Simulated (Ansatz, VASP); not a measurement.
# I in VASP and in Ansatz

The input POSCAR:

```
I
1.0
    0.0000000000      2.3656004428      3.9098401324
    2.1922454667      0.0000000000      3.9098401324
    2.1922454667      2.3656004428      0.0000000000
I
1
Direct
    0.0000000000      0.0000000000      0.0000000000
```

File INCAR.step1:

```
PREC     = Accurate       # precision mode
ENCUT    = 520            # plane-wave cutoff, eV
EDIFF    = 1E-5           # SCF threshold, eV
ISMEAR   = -1             # smearing method
SIGMA    = 0.05           # smearing width, eV
LREAL    = F              # projectors in reciprocal space
LASPH    = T              # aspherical terms in the spheres
NELM     = 80             # most SCF steps
ALGO     = Normal         # electronic algorithm
ISIF     = 2              # what is computed and relaxed
LWAVE    = T              # write WAVECAR
GGA      = PE             # functional
NBANDS   = 10             # bands
```

File INCAR.step2:

```
PREC     = Accurate       # precision mode
ENCUT    = 520            # plane-wave cutoff, eV
EDIFF    = 1E-7           # SCF threshold, eV
ISMEAR   = -1             # smearing method
SIGMA    = 0.05           # smearing width, eV
LREAL    = F              # projectors in reciprocal space
LASPH    = T              # aspherical terms in the spheres
NELM     = 80             # most SCF steps
ALGO     = Normal         # electronic algorithm
ISIF     = 2              # what is computed and relaxed
LWAVE    = F              # write WAVECAR
LCHARG   = T              # write CHGCAR
GGA      = PS             # functional
LHFCALC  = T              # exact exchange
AEXX     = 0.25           # exact-exchange fraction
PRECFOCK = Normal       
LELF     = T              # ELF
LVHAR    = T            
ISTART   = 1            
NBANDS   = 10             # bands
```

KPOINTS

```
Automatic mesh
0
Gamma
  5 5 5
```

Contents of input.yaml:

```yaml
crystal:
  lattice:
    - [0.0, 2.3656004428, 3.9098401324]
    - [2.1922454667, 0.0, 3.9098401324]
    - [2.1922454667, 2.3656004428, 0.0]
  atoms:
    - { symbol: I, position: [0.0, 0.0, 0.0] }
hamiltonian:
  xc: { exchange: pbesol, correlation: pbesol, exx: { coeff: 0.25 } }
  pseudopotentials: { kind: paw }
kpoints:
  mp_grid: { grid: [5, 5, 5] }
scf:
  occupations: { method: fermi_dirac, width: 0.05 }
output:
  forces: true
  stress: true
  eigenvalues: true
  write_density: true
  write_potential: true
  elf: true
  volumetric_format: npy
```

Alike in both runs: task single point; functional PBEsol-based global hybrid; k mesh 5 × 5 × 5; occupations fermi-dirac, width 0.05 eV; no spin polarisation.

|  | VASP | Ansatz |
| --- | --- | --- |
| version | VASP 6.6.1 | Ansatz 0.2.0 |
| potentials or method | VASP PAW PBE potentials, release 64 (I) | Ansatz PAW |
| plane-wave cutoff (eV) | 520 | 420 |
| valence electrons in the cell | 7 | 17 |

|  | VASP | Ansatz | Ansatz less VASP |
| --- | --- | --- | --- |
| gap on the k mesh at the Fermi level (eV) | none | none | - |
| pressure (GPa) | -2.5 | -2.3 | +0.18 |
| traceless stress, the component that is largest in VASP (GPa) | 2.08 | 1.97 | -0.119 |

VASP's potentials were made for PBE, not for PBEsol-based global hybrid. A gap of «none» marks a metal or a gap that the smearing closes. VASP's potentials hold 7 valence electrons a cell and Ansatz's 17, so a difference there can come from the potentials and not from the codes.

The k mesh is coarse, so the values compare programs but aren't converged. Neither program's run includes spin-orbit coupling.
